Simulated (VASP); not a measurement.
# Ge (Im-3m) in VASP: a series of runs

Runs on Ge. Level: PBE. Tasks: single point.

Everything below comes from runs of VASP 6.6.1. Logs are shortened: lines on timing, memory, paths and dates and some standing lists are left out, and cuts for length are marked.

### 1 The cell of the first run

The structure is cubic, space group Im-3m (No. 229). Conventional cell: a = 2.537 Å, b = 2.537 Å, c = 2.537 Å, α = 90.00°, β = 90.00°, γ = 90.00°. Ge (site symmetry m-3m) has 14 Ge at 2.20 to 2.54 Å within 2.9 Å.

### 2 Single point, PBE

INCAR reads:

```
  ALGO = Normal
  EDIFF = 1E-6
  ENCUT = 520
  GGA = PE
  ISIF = 2
  ISMEAR = -1
  LASPH = True
  LCHARG = False
  LREAL = False
  LWAVE = False
  NBANDS = 13
  NELM = 100
  PREC = Accurate
  SIGMA = 0.1
```

KPOINTS reads:

```
k-points
0
Gamma
  21 21 21
```

POSCAR reads:

```
Ge
1.0
   -1.2686901840      1.2686901840      1.2686901840
    1.2686901840     -1.2686901840      1.2686901840
    1.2686901840      1.2686901840     -1.2686901840
Ge
1
Direct
    0.0000000000      0.0000000000      0.0000000000
```

Potentials or basis: VASP PAW PBE potentials, release 64 (Ge_d).

On the command line:

```bash
> cat potpaw_PBE.64/Ge_d/POTCAR > POTCAR
> mpirun -np 1 vasp_std > vasp.out
```

OUTCAR:

```text
EDIFF = 1E-6
   ENCUT = 520
   GGA = PE
   ISIF = 2
   ISMEAR = -1
   LASPH = True
   LREAL = False
   NELM = 100
   PREC = Accurate

 ion  position               nearest neighbor table
   1  0.000  0.000  0.000-

  LATTYP: Found a body centered cubic cell.
 ALAT       =     2.5373803680

  Lattice vectors:

 A1 = (  -1.2686901840,   1.2686901840,   1.2686901840)
 A2 = (   1.2686901840,  -1.2686901840,   1.2686901840)
 A3 = (   1.2686901840,   1.2686901840,  -1.2686901840)

Analysis of symmetry for initial positions (statically):
=====================================================================
 Subroutine PRICEL returns:
 Original cell was already a primitive cell.

 Routine SETGRP: Setting up the symmetry group for a
 body centered cubic supercell.

 Subroutine GETGRP returns: Found 48 space group operations
 (whereof 48 operations were pure point group operations)
 out of a pool of 48 trial point group operations.

The static configuration has the point symmetry O_h .

Analysis of symmetry for dynamics (positions and initial velocities):
=====================================================================
 Subroutine PRICEL returns:
 Original cell was already a primitive cell.

 Routine SETGRP: Setting up the symmetry group for a
 body centered cubic supercell.

 Subroutine GETGRP returns: Found 48 space group operations
 (whereof 48 operations were pure point group operations)
 out of a pool of 48 trial point group operations.

The dynamic configuration has the point symmetry O_h .

 Subroutine INISYM returns: Found 48 space group operations
 (whereof 48 operations are pure point group operations),
 and found     1 'primitive' translations

----------------------------------------------------------------------------------------

                                     Primitive cell

  volume of cell :       8.1682

  direct lattice vectors                    reciprocal lattice vectors
    -1.268690184  1.268690184  1.268690184     0.000000000  0.394107250  0.394107250
     1.268690184 -1.268690184  1.268690184     0.394107250  0.000000000  0.394107250
     1.268690184  1.268690184 -1.268690184     0.394107250  0.394107250  0.000000000

  length of vectors
     2.197435858  2.197435858  2.197435858     0.557351819  0.557351819  0.557351819

  position of ions in fractional coordinates (direct lattice)
     0.000000000  0.000000000  0.000000000

  ion indices of the primitive-cell ions
   primitive index   ion index
                 1           1

----------------------------------------------------------------------------------------

 KPOINTS: k-points

Automatic generation of k-mesh.
 Grid dimensions read from file:
 generate k-points for:   21   21   21

 Generating k-lattice:

  Cartesian coordinates                     Fractional coordinates (reciprocal lattice)
     0.000000000  0.018767012  0.018767012     0.047619048  0.000000000  0.000000000
     0.018767012  0.000000000  0.018767012     0.000000000  0.047619048  0.000000000
     0.018767012  0.018767012  0.000000000     0.000000000  0.000000000  0.047619048

  Length of vectors
     0.026540563  0.026540563  0.026540563

  Shift w.r.t. Gamma in fractional coordinates (k-lattice)
     0.000000000  0.000000000  0.000000000

 Subroutine IBZKPT returns following result:
 ===========================================

 Found    286 irreducible k-points:

 Following reciprocal coordinates:
            Coordinates               Weight
  0.000000  0.000000  0.000000      1.000000
  0.047619  0.000000  0.000000     12.000000
  0.095238  0.000000  0.000000     12.000000
  0.142857  0.000000  0.000000     12.000000
  0.190476  0.000000  0.000000     12.000000
  0.238095  0.000000  0.000000     12.000000
[... 16 lines left out ...]
  0.142857  0.095238 -0.000000     48.000000
  0.190476  0.095238  0.000000     48.000000
 [... further k-points ...]
   k-points           NKPTS =    286   k-points in BZ     NKDIM =    286   number of bands    NBANDS=     13
   number of dos      NEDOS =    301   number of ions     NIONS =      1
   total plane-waves  NPLWV =   4096
   dimension x,y,z NGX =    16 NGY =   16 NGZ =   16
   dimension x,y,z NGXF=    32 NGYF=   32 NGZF=   32
   ions per type =               1
   NGX,Y,Z   is equivalent  to a cutoff of  12.10, 12.10, 12.10 a.u.
   NGXF,Y,Z  is equivalent  to a cutoff of  24.21, 24.21, 24.21 a.u.
 SYSTEM =  unknown system
   PREC   = accura    normal or accurate (medium, high low for compatibility)
   ISTART =      0    job   : 0-new  1-cont  2-samecut
   ICHARG =      2    charge: 1-file 2-atom 10-const
   ISPIN  =      1    spin polarized calculation?
   LNONCOLLINEAR =      F non collinear calculations
   LSORBIT =      F    spin-orbit coupling
   LASPH  =      T    aspherical Exc in radial PAW
   ENCUT  =  520.0 eV  38.22 Ry    6.18 a.u.   4.09  4.09  4.09*2*pi/ulx,y,z
   NELM   =    100;   NELMIN=  2; NELMDL= -5     # of ELM steps
   EDIFF  = 0.1E-05   stopping-criterion for ELM
   LREAL  =      F    real-space projection
   EDIFFG = 0.1E-04   stopping-criterion for IOM
   NSW    =      0    number of steps for IOM
   IBRION =     -1    ionic relax: 0-MD 1-quasi-New 2-CG
   NFREE  =      0    steps in history (QN), initial steepest desc. (CG)
   ISIF   =      2    stress and relaxation
   ISYM   =      2    0-nonsym 1-usesym 2-fastsym
   POTIM  = 0.5000    time-step for ionic-motion
   TEBEG  =    0.0;   TEEND  =   0.0 temperature during run
   PSTRESS=    0.0 pullay stress
   NELECT =      14.0000    total number of electrons
   NUPDOWN=      -1.0000    fix difference up-down
   EMIN   =  10.00;   EMAX   =-10.00  energy-range for DOS
   EFERMI =   0.00;   METHOD = LEGACY
   ISMEAR =    -1;   SIGMA  =   0.10  broadening in eV -4-tet -1-fermi 0-gaus
   EFERMI_NEDOS =   21; number of points for ismear=-14 and -15
   IALGO  =     38    algorithm
   IMIX   =      4    mixing-type and parameters
     AMIX     =   0.40;   BMIX     =  1.00
     AMIX_MAG =   1.60;   BMIX_MAG =  1.00
  volume/ion in A,a.u.               =       8.17        55.12
  Fermi-wavevector in a.u.,A,eV,Ry     =   1.959184  3.702321 52.224639  3.838403
  Thomas-Fermi vector in A             =   2.984637
   LORBIT       =      0    0 simple, 1 ext, 2 COOP (PROOUT), +10 PAW based schemes
   GGA     = PE    functional components
   LHFCALC =     F    Hartree Fock is set to
   AEXX    =    0.0000 exact exchange contribution
   IVDW    =     0    specifies the selected vdW correction
   LEPSILON=     F    determine dielectric tensor
   LRPA    =     F    only Hartree local field effects (RPA)
 non-spin polarized calculation
  energy-cutoff  :      520.00
  volume of cell :        8.17
 maximum number of plane-waves:       236
   NGX =  9   NGY =  9   NGZ =  9

 number of electron      13.9999978 magnetization

 Free energy of the ion-electron system (eV)
  ---------------------------------------------------
  ext. energy  EPLUGINS =         0.00000000
  ---------------------------------------------------
  free energy    TOTEN  =         1.93687102 eV

  energy without entropy =        1.94585259  energy(sigma->0) =        1.94136180

 E-fermi :  20.4033     XC(G=0): -16.2713

 val. band max:       20.3207237100   @ k =   0.3333   0.1905   0.0476
 cond. band min:      20.4089967676   @ k =  -0.3810  -0.4762   0.0952
 fundamental gap:      0.0882730576
 Fermi energy:        20.4033144663

 k-point     1 :       0.0000    0.0000    0.0000
  band No.  band energies     occupation
      1      -6.3896      2.00000
      2      -6.3896      2.00000
      3      -6.3896      2.00000
      4      -5.6509      2.00000
      5      -5.6509      2.00000
      6      -3.3284      2.00000
      7      41.4065      0.00000
      8      41.4065      0.00000
      9      41.4065      0.00000
     10      42.8820      0.00000
     11      42.8821      0.00000
     12      42.8821      0.00000
     13      44.6567      0.00000

 k-point     2 :       0.0476    0.0000    0.0000
  band No.  band energies     occupation
      1      -6.3982      2.00000
      2      -6.3858      2.00000
      3      -6.3644      2.00000
      4      -5.6596      2.00000
      5      -5.6507      2.00000
      6      -3.2177      2.00000
      7      39.2927      0.00000
      8      40.6956      0.00000
      9      40.8908      0.00000
     10      41.3141      0.00000
     11      41.9771      0.00000
     12      42.4309      0.00000
     13      45.5728      0.00000

 k-point     3 :       0.0952    0.0000    0.0000
  band No.  band energies     occupation
      1      -6.4231      2.00000
      2      -6.3791      2.00000
      3      -6.2908      2.00000
      4      -5.6842      2.00000
      5      -5.6498      2.00000
      6      -2.8814      2.00000
      7      35.7188      0.00000
      8      39.2559      0.00000
      9      39.3461      0.00000
     10      39.4537      0.00000
     11      41.2702      0.00000
     12      42.5868      0.00000
     13      46.4379      0.00000
[... 305 lines left out ...]
 k-point    23 :       0.1429    0.0952   -0.0000
  band No.  band energies     occupation
      1      -6.5021      2.00000
      2      -6.4064      2.00000
      3      -6.0032      2.00000
      4      -5.7617      2.00000
      5      -5.6515      2.00000
      6      -1.1522      2.00000
      7      28.8456      0.00000
      8      31.0011      0.00000
      9      34.9206      0.00000
     10      39.5825      0.00000
     11      41.9965      0.00000
     12      43.8505      0.00000
     13      48.8346      0.00000

 k-point    24 :       0.1905    0.0952    0.0000
  band No.  band energies     occupation
      1      -6.5547      2.00000
      2      -6.4413      2.00000
      3      -5.8654      2.00000
      4      -5.7751      2.00000
      5      -5.6458      2.00000
      6      -0.1053      2.00000
      7      25.5087      0.00000
      8      29.7039      0.00000
      9      33.5949      0.00000
     10      38.7968      0.00000
     11      42.2308      0.00000
     12      43.9972      0.00000
     13      51.1775      0.00000

 [... further k-points ...]
[... 5 lines left out ...]
  --------------------------------------------------------------------------------------
  -------------------------------------------------------------------------------------
  Total       19.9672262     19.9672262     19.9672262      0.0000000     -0.0000000      0.0000000
  in kB     3916.5311912   3916.5311912   3916.5311912      0.0000000     -0.0000000      0.0000000
  external PRESSURE =    3916.5311912 kB  Pullay stress =       0.0000000 kB

 VOLUME and BASIS-vectors are now :
 -----------------------------------------------------------------------------
  energy-cutoff  :      520.00
  volume of cell :        8.17
      direct lattice vectors                 reciprocal lattice vectors
    -1.268690184  1.268690184  1.268690184     0.000000000  0.394107250  0.394107250
     1.268690184 -1.268690184  1.268690184     0.394107250  0.000000000  0.394107250
     1.268690184  1.268690184 -1.268690184     0.394107250  0.394107250  0.000000000

 POSITION                                       TOTAL-FORCE (eV/Angst)
 -----------------------------------------------------------------------------------
      0.00000      0.00000      0.00000        -0.000000     -0.000000     -0.000000
 -----------------------------------------------------------------------------------
    total drift:                                0.000000      0.000000     -0.000000

  FREE ENERGIE OF THE ION-ELECTRON SYSTEM (eV)
  ---------------------------------------------------
  free  energy   TOTEN  =         1.9368710196 eV

  energy  without entropy=        1.9458525862  energy(sigma->0) =        1.94136180
```

It took 5.8 s on 1 thread of Intel Xeon 6975P-C (Granite Rapids), shared host; peak memory 0.13 GiB.

Results:

- Free energy: 1.9369 eV
- Pressure: 391.7 GPa
- Band gap on the k mesh: zero (band 7 reaches 41.41 eV, above the bottom of band 8 at 14.94 eV)

Levels at points of the mesh, in eV from the Fermi level:
| k point | band 4 | band 5 | band 6 | band 7 | band 8 | band 9 | band 10 | band 11 |
| --- | --- | --- | --- | --- | --- | --- | --- | --- |
| (0.00, 0.00, 0.00) | -26.05 | -26.05 | -23.73 | 21.00 | 21.00 | 21.00 | 22.48 | 22.48 |

### 3 Single point, PBE

INCAR reads:

```
SYSTEM = Ge
PREC     = Accurate       ! precision mode
ENCUT    = 520            ! plane-wave cutoff, eV
EDIFF    = 1E-6           ! SCF threshold, eV
ISMEAR   = -1             ! smearing method
SIGMA    = 0.1            ! smearing width, eV
LREAL    = .False.        ! projectors in reciprocal space
LASPH    = .True.         ! aspherical terms in the spheres
NELM     = 80             ! most SCF steps
ALGO     = Normal         ! electronic algorithm
ISIF     = 2              ! what is computed and relaxed
LWAVE    = .False.        ! write WAVECAR
LCHARG   = .False.        ! write CHGCAR
GGA      = PE             ! functional
NBANDS   = 13             ! bands
```

KPOINTS reads:

```
regular mesh
0
Gamma
  21 21 21
  0 0 0
```

POSCAR reads:

```
Ge
1.0
   -1.2685814507      1.2685814507      1.2685814507
    1.2685814507     -1.2685814507      1.2685814507
    1.2685814507      1.2685814507     -1.2685814507
Ge
1
Direct
    0.0000000000      0.0000000000      0.0000000000
```

Potentials or basis: VASP PAW PBE potentials, release 64 (Ge_d).

On the command line:

```bash
> cat potpaw_PBE.64/Ge_d/POTCAR > POTCAR
> mpirun -np 1 vasp_std > vasp.out
```

Run time: 5.8 s. Hardware: 1 thread of Intel Xeon 6975P-C (Granite Rapids), shared host; peak memory 0.13 GiB.

Results (log left out):

| Quantity | Value |
| --- | --- |
| Free energy | 1.9420 eV |
| Pressure | 392.0 GPa |
| Band gap on the k mesh | zero (band 7 reaches 41.41 eV, above the bottom of band 8 at 14.95 eV) |

Levels at points of the mesh, in eV from the Fermi level:
| k point | band 3 | band 4 | band 5 | band 6 | band 7 | band 8 | band 9 | band 10 | band 11 | band 12 |
| --- | --- | --- | --- | --- | --- | --- | --- | --- | --- | --- |
| (0.00, 0.00, 0.00) | -26.79 | -26.06 | -26.06 | -23.74 | 21.00 | 21.00 | 21.00 | 22.48 | 22.48 | 22.48 |
